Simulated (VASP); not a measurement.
Here is a VASP 6.6.1 calculation.

The input POSCAR:

```
MgI2
1.0
    4.1566377955      0.0000000000      0.0000000000
   -2.0783188977      3.5997539252      0.0000000000
    0.0000000000      0.0000000000      7.0048735335
Mg I
1 2
Direct
    0.0000000000      0.0000000000      0.0000000000
    0.3333333333      0.6666666667      0.2390169302
    0.6666666667      0.3333333333      0.7609830698
```

Contents of INCAR.step1:

```
SYSTEM = MgI2
ALGO     = Normal         ! electronic algorithm
EDIFF    = 1E-4           ! SCF threshold, eV
ENCUT    = 520            ! plane-wave cutoff, eV
GGA      = PE             ! functional
ISMEAR   = 0              ! smearing method
LASPH    = .True.         ! aspherical terms in the spheres
LCHARG   = .False.        ! write CHGCAR
LREAL    = .False.        ! projectors in reciprocal space
LWAVE    = .True.         ! write WAVECAR
NBANDS   = 15             ! bands
NELM     = 80             ! most SCF steps
PREC     = Accurate       ! precision mode
SIGMA    = 0.01           ! smearing width, eV
```

File INCAR.step2:

```
SYSTEM = MgI2
ALGO     = Normal         ! electronic algorithm
EDIFF    = 1E-6           ! SCF threshold, eV
ENCUT    = 520            ! plane-wave cutoff, eV
ISIF     = 2              ! what is computed and relaxed
ISMEAR   = 0              ! smearing method
ISTART   = 1            
LASPH    = .True.         ! aspherical terms in the spheres
LCHARG   = .False.        ! write CHGCAR
LMIXTAU  = .True.       
LREAL    = .False.        ! projectors in reciprocal space
LWAVE    = .False.        ! write WAVECAR
METAGGA  = R2SCAN         ! meta-GGA
NBANDS   = 15             ! bands
NELM     = 80             ! most SCF steps
PREC     = Accurate       ! precision mode
SIGMA    = 0.01           ! smearing width, eV
```

The input KPOINTS:

```
k-points
0
Gamma
  12 12 4
  0 0 0
```

Potentials or basis: VASP PAW PBE potentials, release 64 (Mg, I).

Launch:

```console
$ cat potpaw_PBE.64/Mg/POTCAR potpaw_PBE.64/I/POTCAR > POTCAR
$ cp INCAR.step1 INCAR
$ mpirun -np 1 vasp_std > vasp.out
$ cp INCAR.step2 INCAR
$ mpirun -np 1 vasp_std > vasp.out
```

(1) Predict the pressure.

(2) Predict the largest force.

(3) Predict the band gap on the k mesh.

Results:

(1) 0.3 GPa.

(2) 0.044 eV/Å.

(3) 4.19 eV (least direct gap 4.55 eV).

Caveat: the cell differs from its parent crystal (uniaxial z strain +1.9%); the PAW data sets were made with another functional, which shifts forces and pressure a little; spin-orbit coupling is left out, which moves the levels of the heavy elements.
